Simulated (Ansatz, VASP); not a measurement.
Two plane-wave programs on NaCl

Contents of INCAR:

```
ALGO = Normal
EDIFF = 1E-6
ENCUT = 500
GGA = PE
GGA_COMPAT = F
ISIF = 2
ISMEAR = -4
LASPH = T
LCHARG = T
LDAU = T
LDAUJ = 0 0
LDAUL = -1 1
LDAUPRINT = 1
LDAUTYPE = 2
LDAUU = 0 1.1
LELF = T
LREAL = F
LVHAR = T
LWAVE = F
NBANDS = 14
NELM = 200
PREC = Accurate
SIGMA = 0.1
```

Contents of KPOINTS:

```
k-points
0
Gamma
  6 6 6
```

The input POSCAR:

```
NaCl
1.0
    3.5021900000      0.0000000000      0.0000000000
    0.0000000000      3.5021900000      0.0000000000
    0.0000000000      0.0000000000      3.5021900000
Na Cl
1 1
Direct
    0.0000000000      0.0000000000      0.0000000000
    0.5000000000      0.5000000000      0.5000000000
```

Input for Ansatz:

```yaml
crystal:
  lattice:
    - [3.50219, 0.0, 0.0]
    - [0.0, 3.50219, 0.0]
    - [0.0, 0.0, 3.50219]
  atoms:
    - { symbol: Na, position: [0.0, 0.0, 0.0] }
    - { symbol: Cl, position: [0.5, 0.5, 0.5] }
basis:
  ecutwfc: 420
kpoints:
  mp_grid: { grid: [6, 6, 6] }
hamiltonian:
  xc: pbe
  hubbard: { sites: [{ species: Cl, l: p, u_eff: 1.1 }] }
scf:
  occupations: { method: tetrahedron_uncorrected }
  eigensolver: { mixed_precision: false }
  max_iter: 80
output:
  forces: true
  stress: true
  eigenvalues: true
```

Alike in both runs: task single point; functional PBE; k mesh 6 × 6 × 6; no spin polarisation; Hubbard terms Cl p U = 1.1 eV.

|  | VASP | Ansatz |
| --- | --- | --- |
| version | VASP 6.6.1 | Ansatz 0.2.0 |
| potentials or method | VASP PAW PBE potentials, release 64 (Na_pv, Cl), cutoff 500 eV | scalar-relativistic, plane waves, PAW |
| occupations | tetrahedron | tetrahedron-uncorrected |
| valence electrons in the cell | 14 | 16 |

VASP gave:

- gap on the k mesh at the Fermi level (eV): 4.03
- least direct gap on the mesh (eV): 4.52
- pressure (GPa): -0.1

Which values does Ansatz return?

gap on the k mesh at the Fermi level (eV): 4.43; least direct gap on the mesh (eV): 4.92; pressure (GPa): 0.1.

The programs project onto different local orbitals, so the same U acts differently, and such runs can settle in different states. VASP's potentials hold 14 valence electrons a cell and Ansatz's 16, so a difference there can come from the potentials and not from the codes. Ansatz's warnings: band table not solved further.
